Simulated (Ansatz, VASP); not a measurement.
## Al8H: VASP beside Ansatz

```
Al H
1.0
     5.71352    0.00000    0.00000
     0.00000    8.08013    0.00000
     0.00000    0.00000   22.24328
Al H
16 2
Cartesian
  1.4284 2.0200 4.0000
  1.4284 6.0601 4.0000
  4.2851 2.0200 4.0000
  4.2851 6.0601 4.0000
  0.0000 0.0000 5.4284
  0.0000 4.0401 5.4284
  2.8568 0.0000 5.4284
  2.8568 4.0401 5.4284
  1.4284 2.0200 6.9012
  1.4284 6.0601 6.9012
  4.2851 2.0200 6.9012
  4.2851 6.0601 6.9012
  0.0000 0.0000 8.2433
  0.0000 4.0401 8.2433
  2.8568 0.0000 8.2433
  2.8568 4.0401 8.2433
  4.2851 -1.3250 9.6533
  4.2851 1.3250 9.6533
```

Alike in both runs: task single point; functional PBE; k mesh 5 × 4 × 1; occupations gaussian, width 0.1 eV; no spin polarisation.

|  | VASP | Ansatz |
| --- | --- | --- |
| version | VASP 6.6.1 | Ansatz 0.2.0 |
| potentials or method | VASP PAW PBE potentials, release 64 (Al, H), cutoff 520 eV | scalar-relativistic, plane waves, PAW |
| valence electrons in the cell | 50 | 50 |

|  | VASP | Ansatz | Ansatz less VASP |
| --- | --- | --- | --- |
| gap on the k mesh at the Fermi level (eV) | none | none | - |
| rms of the force components (eV/Å) | 0.375 | 0.375 | -0.0004 |
| work function, face that differs most (eV) | 4.07 | 4.07 | -0.004 |

Atom by atom the forces differ by 0.001 eV/Å (rms over components). A gap of «none» marks a metal or a gap that the smearing closes. The functional is the same, so the differences come from potentials, cutoffs and numerics.
